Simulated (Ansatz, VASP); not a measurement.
**Li2S: VASP beside Ansatz**

Contents of INCAR:

```
SYSTEM = Li2S
ALGO = Normal
EDIFF = 1E-6
ENCUT = 750
GGA = PE
GGA_COMPAT = .False.
ISIF = 2
ISMEAR = -1
LASPH = .True.
LCHARG = .True.
LELF = .True.
LREAL = .False.
LVHAR = .True.
LWAVE = .False.
NBANDS = 13
NELM = 120
PREC = Accurate
SIGMA = 0.02
```

File KPOINTS:

```
k-points
0
Gamma
  8 8 8
  0 0 0
```

POSCAR

```
Li2S
1.0
    0.0000000000      2.8452943747      2.8452943747
    2.8452943747      0.0000000000      2.8452943747
    2.8452943747      2.8452943747      0.0000000000
Li S
2 1
Direct
    0.2500000000      0.2500000000      0.2500000000
    0.7500000000      0.7500000000      0.7500000000
    0.0000000000      0.0000000000      0.0000000000
```

Input for Ansatz:

```yaml
crystal:
  lattice:
    - [0.0, 2.8452943747, 2.8452943747]
    - [2.8452943747, 0.0, 2.8452943747]
    - [2.8452943747, 2.8452943747, 0.0]
  atoms:
    - { symbol: Li, position: [0.25, 0.25, 0.25] }
    - { symbol: Li, position: [0.75, 0.75, 0.75] }
    - { symbol: S, position: [0.0, 0.0, 0.0] }
kpoints:
  mp_grid: { grid: [8, 8, 8] }
  band_path:
    path:
      - [0.0, 0.0, 0.0]
      - [0.5, 0.0, 0.5]
      - [0.625, 0.25, 0.625]
      - [0.375, 0.375, 0.75]
      - [0.5, 0.5, 0.5]
      - [0.5, 0.25, 0.75]
      - [0.0, 0.5, 0.5]
    npoints: 1
hamiltonian:
  xc: pbe
scf:
  occupations: { method: fermi_dirac, width: 0.02 }
  n_extra_bands: 4
output:
  forces: true
  stress: true
  eigenvalues: true
  write_density: true
  write_potential: true
  elf: true
  volumetric_format: npy
```

Alike in both runs: task single point; functional PBE; k mesh 8 × 8 × 8; occupations fermi-dirac, width 0.02 eV; no spin polarisation.

```csv
,VASP,Ansatz
version,VASP 6.6.1,Ansatz 0.2.0
potentials or method,"VASP PAW PBE potentials, release 64 (Li_sv, S)","plane waves, PAW"
plane-wave cutoff (eV),750,420
valence electrons in the cell,12,12
```

|  | VASP | Ansatz | Ansatz less VASP |
| --- | --- | --- | --- |
| gap on the k mesh at the Fermi level (eV) | 3.39 | 3.39 | +0.001 |
| pressure (GPa) | 0.2 | 0.3 | +0.13 |

The functional is the same, so the differences come from potentials, cutoffs and numerics.
